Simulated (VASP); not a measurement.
BN: elastic constants with r2SCAN

BN:

```xyz
4
Lattice="2.4928 0.0000 0.0000 -1.2464 2.1588 0.0000 0.0000 0.0000 6.2214" Properties=species:S:1:pos:R:3 pbc="T T T"
B     0.0000    1.4392    1.5554
B     1.2464    0.7196    4.6661
N     0.0000    1.4392    4.6661
N     1.2464    0.7196    1.5554
```

| Property | Result |
| --- | --- |
| Program | VASP 6.6.1 |
| Task | elastic constants |
| Functional | r2SCAN |
| Potentials or basis | VASP PAW PBE potentials, release 64 (B, N) |
| Cutoff | 660 eV |
| k mesh | 10 × 10 × 4 |
| Occupations | gaussian, width 0.01 eV |
| Spin | no spin polarisation |
| Dipole correction | no |
| Ions in elastic constants | relaxed |
| Further INCAR settings | ALGO = Normal; EDIFF = 1e-08; IBRION = 6; POTIM = 0.015; NSW = 1; ISIF = 3 |

The voigt bulk modulus is 277 GPa and the highest phonon frequency at Γ, LO-TO splitting left out is 1383 cm⁻¹.

Phonon frequencies in cm⁻¹ (negative: imaginary):
```
              q point                                  frequencies
(0.000, 0.000, 0.000)  0 0 0 67 67 173 745 824 1382 1382 1383 1383
```

Elastic tensor in Voigt notation (GPa, in the Cartesian axes of the cell as first typed):
```
989 222   2   0   0   0
222 989   2   0   0   0
  2   2  59   0   0   0
  0   0   0   9   0   0
  0   0   0   0   9   0
  0   0   0   0   0 384
```

Clamped-ion elastic tensor (GPa):
```
1029  182    2    0    0    0
 182 1029    2    0    0    0
   2    2   59    0    0    0
   0    0    0    9    0    0
   0    0    0    0    9    0
   0    0    0    0    0  423
```

Wall time 18 min on 4 MPI ranks on Intel(R) Xeon(R) Platinum 8559C (Emerald Rapids), with other jobs on the host, peak memory 0.29 GiB a rank.

Caveat: the cell is under stress, which shifts elastic constants; the PAW data sets were made with another functional, which shifts forces and pressure a little.
